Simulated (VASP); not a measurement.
# La (P6_3/mmc) in VASP: a series of runs

Aim: see how the results for La move with the level of theory and the settings. Levels: PBE, PBE+D3(BJ), PBEsol. Tasks: relaxation of cell and atoms.

Program: VASP 6.6.1. These are calculated values, not measurements. Logs are shortened: lines on timing, memory, paths and dates and some standing lists are left out, and cuts for length are marked.

## (1) The cell of the first run

The structure is hexagonal, space group P6_3/mmc (No. 194). The conventional cell has a = 3.796 Å, b = 3.796 Å, c = 12.041 Å, α = 90.00°, β = 90.00°, γ = 120.00°. Within 4.9 Å of La (site symmetry -3m) lie 12 La at 3.72 to 3.80 Å. Within 4.9 Å of La (site symmetry -6m2) lie 12 La at 3.72 to 3.80 Å.

## (2) Relaxation of cell and atoms, PBE

Contents of INCAR:

```
SYSTEM = La
PREC     = Accurate       ! precision mode
ENCUT    = 600            ! plane-wave cutoff, eV
EDIFF    = 1E-7           ! SCF threshold, eV
ISMEAR   = 0              ! smearing method
SIGMA    = 0.1            ! smearing width, eV
LREAL    = .FALSE.        ! projectors in reciprocal space
LASPH    = .TRUE.         ! aspherical terms in the spheres
NELM     = 60             ! most SCF steps
ALGO     = Fast           ! electronic algorithm
ISIF     = 3              ! what is computed and relaxed
LWAVE    = .FALSE.        ! write WAVECAR
LCHARG   = .FALSE.        ! write CHGCAR
GGA      = PE             ! functional
IBRION   = 2              ! ionic algorithm
NSW      = 90             ! ionic steps
EDIFFG   = -0.005         ! ionic threshold
```

Contents of KPOINTS:

```
regular mesh
0
G
  12 12 4
  0 0 0
```

Contents of POSCAR:

```
La
1.0
    3.7963115000      0.0000000000      0.0000000000
   -1.8981557500      3.2877022000      0.0000000000
    0.0000000000      0.0000000000     12.0412575300
La
4
Direct
    0.0000000000      0.0000000000      0.0000000000
    0.0000000000      0.0000000000      0.5000000000
    0.3333333300      0.6666666700      0.2500000000
    0.6666666700      0.3333333300      0.7500000000
```

Potentials or basis: VASP PAW PBE potentials, release 64 (La).

Command:

```
$ cat potpaw_PBE.64/La/POTCAR > POTCAR
$ mpirun -np 1 vasp_std > vasp.out
```

OUTCAR:

```text
SYSTEM = La
   PREC = Accurate
   ENCUT = 600
   EDIFF = 1E-7
   ISMEAR = 0
   LREAL = .FALSE.
   LASPH = .TRUE.
   NELM = 60
   ISIF = 3
   GGA = PE
   IBRION = 2
   NSW = 90
   EDIFFG = -0.005

 ion  position               nearest neighbor table
   1  0.000  0.000  0.000-
   2  0.000  0.000  0.500-
   3  0.333  0.667  0.250-
   4  0.667  0.333  0.750-

  LATTYP: Found a hexagonal cell.
 ALAT       =     3.7963115000
 C/A-ratio  =     3.1718307441

  Lattice vectors:

 A1 = (   3.7963115000,   0.0000000000,   0.0000000000)
 A2 = (  -1.8981557500,   3.2877022000,   0.0000000000)
 A3 = (   0.0000000000,   0.0000000000,  12.0412575300)

Analysis of symmetry for initial positions (statically):
=====================================================================
 Subroutine PRICEL returns:
 Original cell was already a primitive cell.

 Routine SETGRP: Setting up the symmetry group for a
 hexagonal supercell.

 Subroutine GETGRP returns: Found 24 space group operations
 (whereof 12 operations were pure point group operations)
 out of a pool of 24 trial point group operations.

The static configuration has the point symmetry D_3d.
 The point group associated with its full space group is D_6h.

Analysis of symmetry for dynamics (positions and initial velocities):
=====================================================================
 Subroutine PRICEL returns:
 Original cell was already a primitive cell.

 Routine SETGRP: Setting up the symmetry group for a
 hexagonal supercell.

 Subroutine GETGRP returns: Found 24 space group operations
 (whereof 12 operations were pure point group operations)
 out of a pool of 24 trial point group operations.

The dynamic configuration has the point symmetry D_3d.
 The point group associated with its full space group is D_6h.

 Subroutine INISYM returns: Found 24 space group operations
 (whereof 12 operations are pure point group operations),
 and found     1 'primitive' translations

----------------------------------------------------------------------------------------

                                     Primitive cell

  volume of cell :     150.2886

  direct lattice vectors                    reciprocal lattice vectors
     3.796311500  0.000000000  0.000000000     0.263413579  0.152081901  0.000000000
    -1.898155750  3.287702200  0.000000000     0.000000000  0.304163802  0.000000000
     0.000000000  0.000000000 12.041257530     0.000000000  0.000000000  0.083047804

  length of vectors
     3.796311500  3.796311500 12.041257530     0.304163802  0.304163802  0.083047804

  position of ions in fractional coordinates (direct lattice)
     0.000000000  0.000000000  0.000000000
     0.000000000  0.000000000  0.500000000
     0.333333330  0.666666670  0.250000000
     0.666666670  0.333333330  0.750000000

  ion indices of the primitive-cell ions
   primitive index   ion index
                 1           1
                 2           2
                 3           3
                 4           4

----------------------------------------------------------------------------------------

 KPOINTS: regular mesh

Automatic generation of k-mesh.
 Grid dimensions read from file:
 generate k-points for:   12   12    4

 Generating k-lattice:

  Cartesian coordinates                     Fractional coordinates (reciprocal lattice)
     0.021951132  0.012673492  0.000000000     0.083333333  0.000000000  0.000000000
     0.000000000  0.025346983  0.000000000     0.000000000  0.083333333  0.000000000
     0.000000000  0.000000000  0.020761951     0.000000000  0.000000000  0.250000000

  Length of vectors
     0.025346983  0.025346983  0.020761951

  Shift w.r.t. Gamma in fractional coordinates (k-lattice)
     0.000000000  0.000000000  0.000000000

 Subroutine IBZKPT returns following result:
 ===========================================

 Found     57 irreducible k-points:

 Following reciprocal coordinates:
            Coordinates               Weight
  0.000000  0.000000  0.000000      1.000000
  0.083333  0.000000  0.000000      6.000000
  0.166667  0.000000  0.000000      6.000000
  0.250000  0.000000  0.000000      6.000000
  0.333333  0.000000  0.000000      6.000000
  0.416667  0.000000  0.000000      6.000000
[... 16 lines left out ...]
  0.250000  0.000000  0.250000     12.000000
  0.333333  0.000000  0.250000     12.000000
 [... further k-points ...]
   k-points           NKPTS =     57   k-points in BZ     NKDIM =     57   number of bands    NBANDS=     26
   number of dos      NEDOS =    301   number of ions     NIONS =      4
   total plane-waves  NPLWV =  86400
   dimension x,y,z NGX =    30 NGY =   30 NGZ =   96
   dimension x,y,z NGXF=    60 NGYF=   60 NGZF=  192
   ions per type =               4
   NGX,Y,Z   is equivalent  to a cutoff of  13.14, 13.14, 13.25 a.u.
   NGXF,Y,Z  is equivalent  to a cutoff of  26.27, 26.27, 26.51 a.u.
 SYSTEM =  La
   PREC   = accura    normal or accurate (medium, high low for compatibility)
   ISTART =      0    job   : 0-new  1-cont  2-samecut
   ICHARG =      2    charge: 1-file 2-atom 10-const
   ISPIN  =      1    spin polarized calculation?
   LNONCOLLINEAR =      F non collinear calculations
   LSORBIT =      F    spin-orbit coupling
   LASPH  =      T    aspherical Exc in radial PAW
   ENCUT  =  600.0 eV  44.10 Ry    6.64 a.u.   7.58  7.58 24.05*2*pi/ulx,y,z
   NELM   =     60;   NELMIN=  2; NELMDL= -5     # of ELM steps
   EDIFF  = 0.1E-06   stopping-criterion for ELM
   LREAL  =      F    real-space projection
   EDIFFG = -.5E-02   stopping-criterion for IOM
   NSW    =     90    number of steps for IOM
   IBRION =      2    ionic relax: 0-MD 1-quasi-New 2-CG
   NFREE  =      1    steps in history (QN), initial steepest desc. (CG)
   ISIF   =      3    stress and relaxation
   ISYM   =      2    0-nonsym 1-usesym 2-fastsym
   POTIM  = 0.5000    time-step for ionic-motion
   TEBEG  =    0.0;   TEEND  =   0.0 temperature during run
   PSTRESS=    0.0 pullay stress
   NELECT =      44.0000    total number of electrons
   NUPDOWN=      -1.0000    fix difference up-down
   EMIN   =  10.00;   EMAX   =-10.00  energy-range for DOS
   EFERMI =   0.00;   METHOD = LEGACY
   ISMEAR =     0;   SIGMA  =   0.10  broadening in eV -4-tet -1-fermi 0-gaus
   EFERMI_NEDOS =   21; number of points for ismear=-14 and -15
   IALGO  =     68    algorithm
   IMIX   =      4    mixing-type and parameters
     AMIX     =   0.40;   BMIX     =  1.00
     AMIX_MAG =   1.60;   BMIX_MAG =  1.00
  volume/ion in A,a.u.               =      37.57       253.55
  Fermi-wavevector in a.u.,A,eV,Ry     =   1.087052  2.054230 16.077762  1.181682
  Thomas-Fermi vector in A             =   2.223203
   LORBIT       =      0    0 simple, 1 ext, 2 COOP (PROOUT), +10 PAW based schemes
   GGA     = PE    functional components
   LHFCALC =     F    Hartree Fock is set to
   AEXX    =    0.0000 exact exchange contribution
   IVDW    =     0    specifies the selected vdW correction
   LEPSILON=     F    determine dielectric tensor
   LRPA    =     F    only Hartree local field effects (RPA)
 conjugate gradient relaxation of ions
 non-spin polarized calculation
 RMM-DIIS sequential band-by-band and
 Gauss-broadening in eV      SIGMA  =   0.10
  energy-cutoff  :      600.00
  volume of cell :      150.29
 maximum number of plane-waves:      5059
   NGX = 15   NGY = 15   NGZ = 49

--------------------------------------- Ionic step        1  -------------------------------------------

 number of electron      44.0000000 magnetization

 Free energy of the ion-electron system (eV)
  ---------------------------------------------------
  ext. energy  EPLUGINS =         0.00000000
  ---------------------------------------------------
  free energy    TOTEN  =       -19.55874424 eV

  energy without entropy =      -19.52406645  energy(sigma->0) =      -19.54140535

------------------------ aborting loop EDIFF was not reached (unconverged)  ----------------------------

  FORCE on cell =-STRESS in cart. coord.  units (eV):
  Direction    XX          YY          ZZ          XY          YZ          ZX
  --------------------------------------------------------------------------------------
  -------------------------------------------------------------------------------------
  Total       -0.4375327     -0.4375327      0.1527920      0.0000000      0.0000000      0.0000000
  in kB       -4.6643913     -4.6643913      1.6288650      0.0000000      0.0000000      0.0000000
  external PRESSURE =      -2.5666392 kB  Pullay stress =       0.0000000 kB

 VOLUME and BASIS-vectors are now :
 -----------------------------------------------------------------------------
  energy-cutoff  :      600.00
  volume of cell :      150.29
      direct lattice vectors                 reciprocal lattice vectors
     3.796311500  0.000000000  0.000000000     0.263413579  0.152081901  0.000000000
    -1.898155750  3.287702200  0.000000000     0.000000000  0.304163802  0.000000000
     0.000000000  0.000000000 12.041257530     0.000000000  0.000000000  0.083047804
[... 166 lines left out ...]
  energy  without entropy=      -19.5287728722  energy(sigma->0) =      -19.54574995

--------------------------------------- Ionic step        6  -------------------------------------------

 number of electron      43.9999996 magnetization

 Free energy of the ion-electron system (eV)
  ---------------------------------------------------
  ext. energy  EPLUGINS =         0.00000000
  ---------------------------------------------------
  free energy    TOTEN  =       -19.56275136 eV

  energy without entropy =      -19.52877202  energy(sigma->0) =      -19.54576169

 E-fermi :   7.8693     XC(G=0):  -9.5540

 val. band max:        7.8650449764   @ k =   0.2500   0.0000   0.2500
 cond. band min:       7.8734176288   @ k =   0.3333   0.1667   0.2500
 fundamental gap:      0.0083726523
 Fermi energy:         7.8692831426

 k-point     1 :       0.0000    0.0000    0.0000
  band No.  band energies     occupation
      1     -25.0241      2.00000
      2     -24.9278      2.00000
      3     -24.9175      2.00000
      4     -24.8177      2.00000
      5      -9.4172      2.00000
      6      -8.7602      2.00000
[... 685 lines left out ...]
     25       8.7441      0.00000
     26       9.0358      0.00000

 [... further k-points ...]

------------------------ aborting loop because EDIFF is reached ----------------------------------------

  FORCE on cell =-STRESS in cart. coord.  units (eV):
  Direction    XX          YY          ZZ          XY          YZ          ZX
  --------------------------------------------------------------------------------------
  -------------------------------------------------------------------------------------
  Total        0.0010701      0.0010701      0.0083718      0.0000000      0.0000000      0.0000000
  in kB        0.0115210      0.0115210      0.0901357      0.0000000      0.0000000      0.0000000
  external PRESSURE =       0.0377259 kB  Pullay stress =       0.0000000 kB
[... 19 lines left out ...]
  FREE ENERGIE OF THE ION-ELECTRON SYSTEM (eV)
  ---------------------------------------------------
  free  energy   TOTEN  =       -19.5627513579 eV

  energy  without entropy=      -19.5287720152  energy(sigma->0) =      -19.54576169

 reached required accuracy - stopping structural energy minimisation
```

Run time: 50 min. Hardware: 1 thread of Intel Xeon Platinum 8375C at 2.90GHz (Ice Lake), shared host; peak memory 0.48 GiB.

What came out:

```
Free energy                           : -19.5628 eV
Relaxed volume                        : 37.20 Å³/atom
Relaxed cell                          : a = 3.767 Å, b = 3.767 Å, c = 12.112 Å, α = 90.00°, β = 90.00°, γ = 120.00°
Space group after relaxing (to 0.1 Å) : P6_3/mmc (No. 194)
Energy gained by relaxing             : 1.0 meV/atom
Ionic steps                           : 6
Pressure after relaxing               : 0.0 GPa
Band gap on the k mesh                : zero (bands 22 and 23 overlap by 1.10 eV)
```

Step by step:
```tsv
step	energy change (eV)	largest force (eV/Å)	pressure (GPa)	volume (Å³)
1	0.0000	0.0000	-0.26	150.29
2	-0.0033	0.0000	-0.03	148.98
3	-0.0037	0.0000	0.07	148.41
4	-0.0037	0.0000	0.08	148.36
5	-0.0040	0.0000	0.02	148.71
6	-0.0040	0.0000	0.00	148.81
```

Final structure:
```yaml
crystal:
  lattice:
    - [3.76656, 0.00000, 0.00000]
    - [-1.88328, 3.26194, 0.00000]
    - [0.00000, 0.00000, 12.11187]
  atoms:
    - { symbol: La, position: [0.00000, 0.00000, 0.00000] }
    - { symbol: La, position: [0.00000, 0.00000, 0.50000] }
    - { symbol: La, position: [0.33333, 0.66667, 0.25000] }
    - { symbol: La, position: [0.66667, 0.33333, 0.75000] }
```

Caveat: spin-orbit coupling is left out, which moves the levels of the heavy elements.

(Continued in part 2 of 2.)
